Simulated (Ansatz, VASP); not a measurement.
One calculation of InAs, two programs

The input INCAR:

```
SYSTEM = InAs
  PREC = Accurate
  ENCUT = 500
  EDIFF = 1E-6
  ISMEAR = 0
  SIGMA = 0.1
  LREAL = .False.
  LASPH = .True.
  NELM = 120
  ALGO = Normal
  ISIF = 2
  LWAVE = .False.
  LCHARG = .True.
  GGA = PS
  LELF = .True.
  LVHAR = .True.
  NBANDS = 16
  GGA_COMPAT = .False.
```

File KPOINTS:

```
Automatic mesh
0
Gamma
  6 6 6
  0 0 0
```

POSCAR

```
InAs
1.0
    0.0000000000      3.0535616600      3.0535616600
    3.0535616600      0.0000000000      3.0535616600
    3.0535616600      3.0535616600      0.0000000000
In As
1 1
Direct
    0.0000000000      0.0000000000      0.0000000000
    0.2500000000      0.2500000000      0.2500000000
```

Input for Ansatz:

```yaml
crystal:
  lattice:
    - [0.0, 3.05356166, 3.05356166]
    - [3.05356166, 0.0, 3.05356166]
    - [3.05356166, 3.05356166, 0.0]
  atoms:
    - { symbol: In, position: [0.0, 0.0, 0.0] }
    - { symbol: As, position: [0.25, 0.25, 0.25] }
basis:
  ecutwfc: 420
kpoints:
  mp_grid: { grid: [6, 6, 6] }
hamiltonian:
  xc: pbesol
  pseudopotentials: { kind: paw }
scf:
  occupations: { method: gaussian, width: 0.1 }
output:
  forces: true
  stress: true
  eigenvalues: true
```

Alike in both runs: task single point; functional PBEsol; k mesh 6 × 6 × 6; occupations gaussian, width 0.1 eV; no spin polarisation.

```csv
,VASP,Ansatz
version,VASP 6.6.1,Ansatz 0.2.0
potentials or method,"VASP PAW PBE potentials, release 64 (In_d, As), cutoff 500 eV","scalar-relativistic, plane waves, PAW"
valence electrons in the cell,18,28
```

|  | VASP | Ansatz | Ansatz less VASP |
| --- | --- | --- | --- |
| gap on the k mesh at the Fermi level (eV) | none | none | - |
| pressure (GPa) | -0.4 | -0.5 | -0.08 |

VASP's potentials were made for PBE, not for PBEsol. A gap of «none» marks a metal or a gap that the smearing closes. The functional is the same, so the differences come from potentials, cutoffs and numerics. VASP's potentials hold 18 valence electrons a cell and Ansatz's 28, so a difference there can come from the potentials and not from the codes.
